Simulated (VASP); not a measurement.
Input of a VASP 6.6.1 run:

File INCAR:

```
ALGO = Normal
EDIFF = 1E-8
ENCUT = 520
GGA = PS
ISIF = 2
ISMEAR = -1
LASPH = True
LCHARG = False
LEFG = True
LREAL = False
LWAVE = False
NBANDS = 36
NELM = 60
PREC = Accurate
SIGMA = 0.05
```

Contents of KPOINTS:

```
k-points
0
Gamma
  11 11 6
```

The input POSCAR:

```
Ge
1.0
    3.9435577898      0.0000000000      0.0000000000
   -1.9717788949      3.4152212273      0.0000000000
    0.0000000000      0.0000000000      6.5101862333
Ge
4
Direct
    0.6666666667      0.3333333333      0.0629012500
    0.3333333333      0.6666666667      0.5629012500
    0.6666666667      0.3333333333      0.4370987500
    0.3333333333      0.6666666667      0.9370987500
```

Potentials or basis: VASP PAW PBE potentials, release 64 (Ge_d).

Command:

```bash
$ cat potpaw_PBE.64/Ge_d/POTCAR > POTCAR
$ mpirun -np 1 vasp_std > vasp.out
```

(1) What does it give for the largest force?

(2) Predict the band gap on the k mesh.

(3) Estimate the pressure.

## Answers

(1) 0.014 eV/Å.

(2) zero (bands 28 and 29 overlap by 0.07 eV).

(3) 2.9 GPa.

Caveat: semilocal functionals underestimate gaps, so a narrow gap can read as zero; without QUAD_EFG the Cq values of the log hold for a quadrupole moment of 1 mb, not for the nuclei; the PAW data sets were made with another functional, which shifts forces and pressure a little.
